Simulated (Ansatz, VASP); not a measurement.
## Two plane-wave programs on Bi3As2

```
CELL_PARAMETERS angstrom
4.59725 0.00000 0.00000
-2.29862 3.98133 0.00000
0.00000 0.00000 7.15257
ATOMIC_POSITIONS crystal
Bi 0.00000 0.00000 0.00000
Bi 0.33333 0.66667 0.64500
Bi 0.66667 0.33333 0.35500
As 0.33333 0.66667 0.24500
As 0.66667 0.33333 0.75500
```

Alike in both runs: task relaxation of cell and atoms; functional PBE; k mesh 6 × 6 × 4; occupations gaussian, width 0.1 eV; no spin polarisation.

```csv
,VASP,Ansatz
version,VASP 6.6.1,Ansatz 0.2.0
potentials or method,"VASP PAW PBE potentials, release 64 (Bi_d, As), cutoff 600 eV","scalar-relativistic, plane waves, PAW"
valence electrons in the cell,55,75
```

Ansatz gave:

* gap on the k mesh at the Fermi level, each at its own relaxed structure (eV): none
* relaxed volume (Å³/atom): 29.84
* relaxed length of the cell vector where the two differ most in proportion (Å): 6.203

Question: Estimate VASP's values.

Answer: gap on the k mesh at the Fermi level, each at its own relaxed structure (eV): none; relaxed volume (Å³/atom): 30.05; relaxed length of the cell vector where the two differ most in proportion (Å): 6.247.

A gap of «none» marks a metal or a gap that the smearing closes. VASP's potentials hold 55 valence electrons a cell and Ansatz's 75, so a difference there can come from the potentials and not from the codes.

Spin-orbit coupling is off throughout.
